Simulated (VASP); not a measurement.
The system is Te.

```
Te
1.0
     4.36308    0.00000    0.00000
    -2.18154    3.77854    0.00000
     0.00000    0.00000    5.80307
Te
3
Direct
  0.73100 0.73100 0.00000
  0.00000 0.26900 0.66667
  0.26900 0.00000 0.33333
```

Base run:

* Program: VASP 6.6.1
* Functional: PBEsol
* Potentials or basis: VASP PAW PBE potentials, release 64 (Te)
* Cutoff: 520 eV
* k mesh: 7 × 7 × 5
* Occupations: fermi-dirac, width 0.05 eV
* Spin: no spin polarisation

Its results: band gap on the k mesh 0.56 eV (least direct gap 0.80 eV); pressure 2.6 GPa; largest force 0.482 eV/Å.

The run is repeated on the same cell with these changes: functional from PBEsol to RPBE; dispersion from none to D4. What comes out?

Band gap on the k mesh 0.63 eV (least direct gap 0.84 eV); pressure 1.3 GPa; largest force 0.564 eV/Å.

Several settings changed at once.

Caveats: semilocal functionals underestimate gaps, and a narrow one can read as zero; the PAW data sets were made with another functional, which shifts forces and pressure a little; spin-orbit coupling is left out, which moves the levels of the heavy elements.

A k mesh can miss the band edges.
